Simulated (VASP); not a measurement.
# BPb2 (P6_3/mmc) in VASP: single point with r2SCAN

Aim: the single point of BPb2 with r2SCAN.

All numbers are computed with VASP 6.6.1; they aren't measurements. Logs are shortened: lines on timing, memory, paths and dates and some standing lists are left out, and cuts for length are marked.

## 1. The cell of the first run

It takes space group P6_3/mmc (No. 194, hexagonal). The conventional cell has a = 3.638 Å, b = 3.638 Å, c = 13.040 Å, α = 90.00°, β = 90.00°, γ = 120.00°. Within 3.4 Å of B (site symmetry -6m2) lie 6 Pb at 2.61 Å. Pb (site symmetry 3m) has 3 B at 2.61 Å and 1 Pb at 3.10 Å within 3.4 Å.

## 2. Single point, r2SCAN

File POSCAR:

```
BPb2
1.0
    3.6379251397      0.0000000000      0.0000000000
   -1.8189625699      3.1505355881      0.0000000000
    0.0000000000      0.0000000000     13.0398606403
B Pb
2 4
Direct
    0.3333333333      0.6666666667      0.2500000000
    0.6666666667      0.3333333333      0.7500000000
    0.3333333333      0.6666666667      0.6312761530
    0.6666666667      0.3333333333      0.1312761530
    0.3333333333      0.6666666667      0.8687238470
    0.6666666667      0.3333333333      0.3687238470
```

File INCAR.step1:

```
PREC = Accurate
ENCUT = 520
ISMEAR = 0
SIGMA = 0.1
LREAL = False
LASPH = True
NELM = 100
NBANDS = 40
GGA = PE
ALGO = Normal
EDIFF = 1E-4
LWAVE = True
LCHARG = False
```

File INCAR.step2:

```
PREC = Accurate
ENCUT = 520
EDIFF = 1E-6
ISMEAR = 0
SIGMA = 0.1
LREAL = False
LASPH = True
NELM = 100
ALGO = Normal
ISIF = 2
LWAVE = False
LCHARG = True
METAGGA = R2SCAN
LMIXTAU = True
LELF = True
LVHAR = True
NBANDS = 40
ISTART = 1
```

File KPOINTS:

```
Automatic mesh
0
Gamma
  6 6 2
```

Potentials or basis: VASP PAW PBE potentials, release 64 (B, Pb_d).

On the command line:

```console
$ cat potpaw_PBE.64/B/POTCAR potpaw_PBE.64/Pb_d/POTCAR > POTCAR
$ cp INCAR.step1 INCAR
$ mpirun -np 1 vasp_std > vasp.out
$ cp INCAR.step2 INCAR
$ mpirun -np 1 vasp_std > vasp.out
```

OUTCAR:

```text
PREC = Accurate
   ENCUT = 520
   EDIFF = 1E-6
   ISMEAR = 0
   LREAL = False
   LASPH = True
   NELM = 100
   ISIF = 2
   METAGGA = R2SCAN
   ISTART = 1

 ion  position               nearest neighbor table
   1  0.333  0.667  0.250-   4 2.61   6 2.61   4 2.61   6 2.61   4 2.61   6 2.61
   2  0.667  0.333  0.750-   3 2.61   5 2.61   3 2.61   5 2.61   3 2.61   5 2.61
   3  0.333  0.667  0.631-   2 2.61   2 2.61   2 2.61   5 3.10   6 4.02   6 4.02   6 4.02
   4  0.667  0.333  0.131-   1 2.61   1 2.61   1 2.61   6 3.10   5 4.02   5 4.02   5 4.02
   5  0.333  0.667  0.869-   2 2.61   2 2.61   2 2.61   3 3.10   4 4.02   4 4.02   4 4.02
   6  0.667  0.333  0.369-   1 2.61   1 2.61   1 2.61   4 3.10   3 4.02   3 4.02   3 4.02

  LATTYP: Found a hexagonal cell.
 ALAT       =     3.6379251397
 C/A-ratio  =     3.5844224770

  Lattice vectors:

 A1 = (   3.6379251397,   0.0000000000,   0.0000000000)
 A2 = (  -1.8189625699,   3.1505355881,   0.0000000000)
 A3 = (   0.0000000000,   0.0000000000,  13.0398606403)

Analysis of symmetry for initial positions (statically):
=====================================================================
 Subroutine PRICEL returns:
 Original cell was already a primitive cell.

 Routine SETGRP: Setting up the symmetry group for a
 hexagonal supercell.

 Subroutine GETGRP returns: Found 24 space group operations
 (whereof 12 operations were pure point group operations)
 out of a pool of 24 trial point group operations.

The static configuration has the point symmetry D_3d.
 The point group associated with its full space group is D_6h.

Analysis of symmetry for dynamics (positions and initial velocities):
=====================================================================
 Subroutine PRICEL returns:
 Original cell was already a primitive cell.

 Routine SETGRP: Setting up the symmetry group for a
 hexagonal supercell.

 Subroutine GETGRP returns: Found 24 space group operations
 (whereof 12 operations were pure point group operations)
 out of a pool of 24 trial point group operations.

The dynamic configuration has the point symmetry D_3d.
 The point group associated with its full space group is D_6h.

 Subroutine INISYM returns: Found 24 space group operations
 (whereof 12 operations are pure point group operations),
 and found     1 'primitive' translations

----------------------------------------------------------------------------------------

                                     Primitive cell

  volume of cell :     149.4552

  direct lattice vectors                    reciprocal lattice vectors
     3.637925140  0.000000000  0.000000000     0.274881962  0.158703175  0.000000000
    -1.818962570  3.150535588  0.000000000     0.000000000  0.317406350  0.000000000
     0.000000000  0.000000000 13.039860640     0.000000000  0.000000000  0.076687936

  length of vectors
     3.637925140  3.637925140 13.039860640     0.317406350  0.317406350  0.076687936

  position of ions in fractional coordinates (direct lattice)
     0.333333333  0.666666667  0.250000000
     0.666666667  0.333333333  0.750000000
     0.333333333  0.666666667  0.631276153
     0.666666667  0.333333333  0.131276153
     0.333333333  0.666666667  0.868723847
     0.666666667  0.333333333  0.368723847

  ion indices of the primitive-cell ions
   primitive index   ion index
                 1           1
                 2           2
                 3           3
                 4           4
                 5           5
                 6           6

----------------------------------------------------------------------------------------

 KPOINTS: Automatic mesh

Automatic generation of k-mesh.
 Grid dimensions read from file:
 generate k-points for:    6    6    2

 Generating k-lattice:

  Cartesian coordinates                     Fractional coordinates (reciprocal lattice)
     0.045813660  0.026450529  0.000000000     0.166666667  0.000000000  0.000000000
     0.000000000  0.052901058  0.000000000     0.000000000  0.166666667  0.000000000
     0.000000000  0.000000000  0.038343968     0.000000000  0.000000000  0.500000000

  Length of vectors
     0.052901058  0.052901058  0.038343968

  Shift w.r.t. Gamma in fractional coordinates (k-lattice)
     0.000000000  0.000000000  0.000000000

 Subroutine IBZKPT returns following result:
 ===========================================

 Found     14 irreducible k-points:

 Following reciprocal coordinates:
            Coordinates               Weight
  0.000000  0.000000  0.000000      1.000000
  0.166667  0.000000  0.000000      6.000000
  0.333333  0.000000  0.000000      6.000000
  0.500000  0.000000  0.000000      3.000000
  0.166667  0.166667  0.000000      6.000000
  0.333333  0.166667  0.000000     12.000000
  0.333333  0.333333  0.000000      2.000000
  0.000000  0.000000  0.500000      1.000000
  0.166667  0.000000  0.500000      6.000000
  0.333333  0.000000  0.500000      6.000000
  0.500000  0.000000  0.500000      3.000000
  0.166667  0.166667  0.500000      6.000000
  0.333333  0.166667  0.500000     12.000000
  0.333333  0.333333  0.500000      2.000000
   k-points           NKPTS =     14   k-points in BZ     NKDIM =     14   number of bands    NBANDS=     40
   number of dos      NEDOS =    301   number of ions     NIONS =      6
   total plane-waves  NPLWV =  76832
   dimension x,y,z NGX =    28 NGY =   28 NGZ =   98
   dimension x,y,z NGXF=    56 NGYF=   56 NGZF=  196
   ions per type =               2   4
   NGX,Y,Z   is equivalent  to a cutoff of  12.80, 12.80, 12.49 a.u.
   NGXF,Y,Z  is equivalent  to a cutoff of  25.59, 25.59, 24.99 a.u.
 SYSTEM =  unknown system
   PREC   = accura    normal or accurate (medium, high low for compatibility)
   ISTART =      1    job   : 0-new  1-cont  2-samecut
   ICHARG =      0    charge: 1-file 2-atom 10-const
   ISPIN  =      1    spin polarized calculation?
   LNONCOLLINEAR =      F non collinear calculations
   LSORBIT =      F    spin-orbit coupling
   LASPH  =      T    aspherical Exc in radial PAW
   ENCUT  =  520.0 eV  38.22 Ry    6.18 a.u.   6.76  6.76 24.25*2*pi/ulx,y,z
   NELM   =    100;   NELMIN=  2; NELMDL=  0     # of ELM steps
   EDIFF  = 0.1E-05   stopping-criterion for ELM
   LREAL  =      F    real-space projection
   EDIFFG = 0.1E-04   stopping-criterion for IOM
   NSW    =      0    number of steps for IOM
   IBRION =     -1    ionic relax: 0-MD 1-quasi-New 2-CG
   NFREE  =      0    steps in history (QN), initial steepest desc. (CG)
   ISIF   =      2    stress and relaxation
   ISYM   =      2    0-nonsym 1-usesym 2-fastsym
   POTIM  = 0.5000    time-step for ionic-motion
   TEBEG  =    0.0;   TEEND  =   0.0 temperature during run
   PSTRESS=    0.0 pullay stress
   NELECT =      62.0000    total number of electrons
   NUPDOWN=      -1.0000    fix difference up-down
   EMIN   =  10.00;   EMAX   =-10.00  energy-range for DOS
   EFERMI =   0.00;   METHOD = LEGACY
   ISMEAR =     0;   SIGMA  =   0.10  broadening in eV -4-tet -1-fermi 0-gaus
   EFERMI_NEDOS =   21; number of points for ismear=-14 and -15
   IALGO  =     38    algorithm
   IMIX   =      4    mixing-type and parameters
     AMIX     =   0.40;   BMIX     =  1.00
     AMIX_MAG =   1.60;   BMIX_MAG =  1.00
  volume/ion in A,a.u.               =      24.91       168.10
  Fermi-wavevector in a.u.,A,eV,Ry     =   1.220961  2.307281 20.282818  1.490745
  Thomas-Fermi vector in A             =   2.356160
   LORBIT       =      0    0 simple, 1 ext, 2 COOP (PROOUT), +10 PAW based schemes
   METAGGA = R2SCAN    functional components
   LHFCALC =     F    Hartree Fock is set to
   AEXX    =    0.0000 exact exchange contribution
   IVDW    =     0    specifies the selected vdW correction
   LEPSILON=     F    determine dielectric tensor
   LRPA    =     F    only Hartree local field effects (RPA)
 non-spin polarized calculation
 Gauss-broadening in eV      SIGMA  =   0.10
  energy-cutoff  :      520.00
  volume of cell :      149.46
 maximum number of plane-waves:      4054
 NGX is ok and might be reduce to    28
   NGX = 13   NGY = 13   NGZ = 49

 number of electron      62.0000001 magnetization

 Free energy of the ion-electron system (eV)
  ---------------------------------------------------
  ext. energy  EPLUGINS =         0.00000000
  ---------------------------------------------------
  free energy    TOTEN  =      -235.21683302 eV

  energy without entropy =     -235.19067454  energy(sigma->0) =     -235.20375378

 E-fermi :   5.6516     XC(G=0): -10.4694

 val. band max:        5.6277929660   @ k =   0.3333   0.0000   0.0000
 cond. band min:       5.6772319261   @ k =   0.1667   0.1667   0.5000
 fundamental gap:      0.0494389601
 Fermi energy:         5.6515913380

 k-point     1 :       0.0000    0.0000    0.0000
  band No.  band energies     occupation
      1     -11.6212      2.00000
      2     -11.6062      2.00000
      3     -11.4772      2.00000
      4     -11.4772      2.00000
      5     -11.4694      2.00000
      6     -11.4694      2.00000
[... 32 lines left out ...]
     39      12.1321      0.00000
     40      12.3537      0.00000

 k-point     2 :       0.1667    0.0000    0.0000
  band No.  band energies     occupation
      1     -11.6003      2.00000
      2     -11.5876      2.00000
      3     -11.4967      2.00000
      4     -11.4889      2.00000
      5     -11.4495      2.00000
      6     -11.4444      2.00000
[... 32 lines left out ...]
     39      12.0783      0.00000
     40      12.2842      0.00000

 k-point     3 :       0.3333    0.0000    0.0000
  band No.  band energies     occupation
      1     -11.5911      2.00000
      2     -11.5902      2.00000
      3     -11.5434      2.00000
      4     -11.5069      2.00000
      5     -11.4877      2.00000
      6     -11.4785      2.00000
[... 423 lines left out ...]
  band No.  band energies     occupation
      1     -11.5748      2.00000
      2     -11.5748      2.00000
      3     -11.5290      2.00000
      4     -11.5290      2.00000
      5     -11.4575      2.00000
      6     -11.4575      2.00000
[... 32 lines left out ...]
     39      11.2166      0.00000
     40      11.2166      0.00000

 k-point    14 :       0.3333    0.3333    0.5000
  band No.  band energies     occupation
      1     -11.5496      2.00000
      2     -11.5496      2.00000
      3     -11.5161      2.00000
      4     -11.5161      2.00000
      5     -11.4848      2.00000
      6     -11.4848      2.00000
[... 32 lines left out ...]
     39      11.6729      0.00000
     40      11.6729      0.00000

------------------------ aborting loop because EDIFF is reached ----------------------------------------

  FORCE on cell =-STRESS in cart. coord.  units (eV):
  Direction    XX          YY          ZZ          XY          YZ          ZX
  --------------------------------------------------------------------------------------
  -------------------------------------------------------------------------------------
  Total        0.1645502      0.1645502      0.0968344     -0.0000000      0.0000000      0.0000000
  in kB        1.7639976      1.7639976      1.0380755     -0.0000000      0.0000000      0.0000000
  external PRESSURE =       1.5220236 kB  Pullay stress =       0.0000000 kB

 VOLUME and BASIS-vectors are now :
 -----------------------------------------------------------------------------
  energy-cutoff  :      520.00
  volume of cell :      149.46
      direct lattice vectors                 reciprocal lattice vectors
     3.637925140  0.000000000  0.000000000     0.274881962  0.158703175  0.000000000
    -1.818962570  3.150535588  0.000000000     0.000000000  0.317406350  0.000000000
     0.000000000  0.000000000 13.039860640     0.000000000  0.000000000  0.076687936

 POSITION                                       TOTAL-FORCE (eV/Angst)
 -----------------------------------------------------------------------------------
     -0.00000      2.10036      3.25997         0.000000      0.000000      0.000000
      1.81896      1.05018      9.77990        -0.000000     -0.000000      0.000000
     -0.00000      2.10036      8.23175        -0.000000      0.000000     -0.016664
      1.81896      1.05018      1.71182         0.000000     -0.000000     -0.016664
     -0.00000      2.10036     11.32804        -0.000000      0.000000      0.016664
      1.81896      1.05018      4.80811         0.000000     -0.000000      0.016664
 -----------------------------------------------------------------------------------
    total drift:                               -0.000000      0.000000     -0.000000

  FREE ENERGIE OF THE ION-ELECTRON SYSTEM (eV)
  ---------------------------------------------------
  free  energy   TOTEN  =      -235.2168330201 eV

  energy  without entropy=     -235.1906745438  energy(sigma->0) =     -235.20375378
```

Wall time 9.5 min (1 thread of Intel Xeon 8259CL, shared host); peak memory 0.32 GiB.

What came out:

* Free energy: -235.2168 eV
* Pressure: 0.2 GPa
* Largest force: 0.017 eV/Å
* Band gap on the k mesh: zero (bands 31 and 32 overlap by 2.81 eV)

Forces in eV/Å, atoms in the order of the input:
```
B    0.000  0.000  0.000
B    0.000  0.000  0.000
Pb   0.000  0.000 -0.017
Pb   0.000  0.000 -0.017
Pb   0.000  0.000  0.017
Pb   0.000  0.000  0.017
```

Levels at points of the mesh, in eV from the Fermi level:
```csv
k point,band 27,band 28,band 29,band 30,band 31,band 32,band 33,band 34,band 35,band 36
"(0.00, 0.00, 0.00)",-0.89,1.61,1.61,1.65,1.65,2.13,3.35,4.73,6.18,6.18
"(0.50, 0.00, 0.00)",-3.18,-2.65,-2.12,-0.79,-0.42,-0.27,1.10,2.50,2.69,3.71
"(0.00, 0.00, 0.50)",0.66,0.66,1.63,1.63,1.63,1.63,4.19,4.19,6.25,6.25
"(0.50, 0.00, 0.50)",-3.02,-3.02,-1.38,-1.38,-0.35,-0.35,1.60,1.60,3.42,3.42
```

Caveat: the PAW data sets were made with another functional, which shifts forces and pressure a little; spin-orbit coupling is left out, which moves the levels of the heavy elements.

The gap in the log of VASP goes by the Fermi energy; the results here count the filled bands.